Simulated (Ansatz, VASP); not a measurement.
**HgTe in VASP and in Ansatz**

File INCAR:

```
SYSTEM = HgTe
PREC     = Accurate       ! precision mode
ENCUT    = 520            ! plane-wave cutoff, eV
EDIFF    = 1E-7           ! SCF threshold, eV
ISMEAR   = 0              ! smearing method
SIGMA    = 0.1            ! smearing width, eV
LREAL    = .False.        ! projectors in reciprocal space
LASPH    = .True.         ! aspherical terms in the spheres
NELM     = 100            ! most SCF steps
ALGO     = Normal         ! electronic algorithm
ISIF     = 2              ! what is computed and relaxed
LWAVE    = .False.        ! write WAVECAR
LCHARG   = .False.        ! write CHGCAR
GGA      = PE             ! functional
IVDW     = 12             ! dispersion correction
NBANDS   = 16             ! bands
```

File KPOINTS:

```
regular mesh
0
Gamma
  12 12 12
  0 0 0
```

File POSCAR:

```
HgTe
1.0
    0.0000000000      2.9893370655      2.9893370655
    2.9893370655      0.0000000000      2.9893370655
    2.9893370655      2.9893370655      0.0000000000
Hg Te
1 1
Direct
    0.0000000000      0.0000000000      0.0000000000
    0.5000000000      0.5000000000      0.5000000000
```

Input for Ansatz:

```yaml
crystal:
  lattice:
    - [0.0, 2.9893370655, 2.9893370655]
    - [2.9893370655, 0.0, 2.9893370655]
    - [2.9893370655, 2.9893370655, 0.0]
  atoms:
    - { symbol: Hg, position: [0.0, 0.0, 0.0] }
    - { symbol: Te, position: [0.5, 0.5, 0.5] }
basis:
  ecutwfc: 420
kpoints:
  mp_grid: { grid: [12, 12, 12] }
hamiltonian:
  xc: pbe
  dispersion: d3bj
scf:
  occupations: { method: gaussian, width: 0.1 }
output:
  forces: true
  stress: true
  eigenvalues: true
```

Alike in both runs: task single point; functional PBE; dispersion D3(BJ); k mesh 12 × 12 × 12; occupations gaussian, width 0.1 eV; no spin polarisation.

```csv
,VASP,Ansatz
version,VASP 6.6.1,Ansatz 0.2.0
potentials or method,"VASP PAW PBE potentials, release 64 (Hg, Te), cutoff 520 eV","scalar-relativistic, plane waves, PAW"
valence electrons in the cell,18,36
```

Ansatz gave:

| Item | Value |
| --- | --- |
| gap on the k mesh at the Fermi level (eV) | none |
| pressure (GPa) | 1.8 |

Question: What did VASP give for the same quantities?

Answer: gap on the k mesh at the Fermi level (eV): none; pressure (GPa): 2.0.

A gap of «none» marks a metal or a gap that the smearing closes. VASP's potentials hold 18 valence electrons a cell and Ansatz's 36, so a difference there can come from the potentials and not from the codes.

Spin-orbit coupling is off throughout.
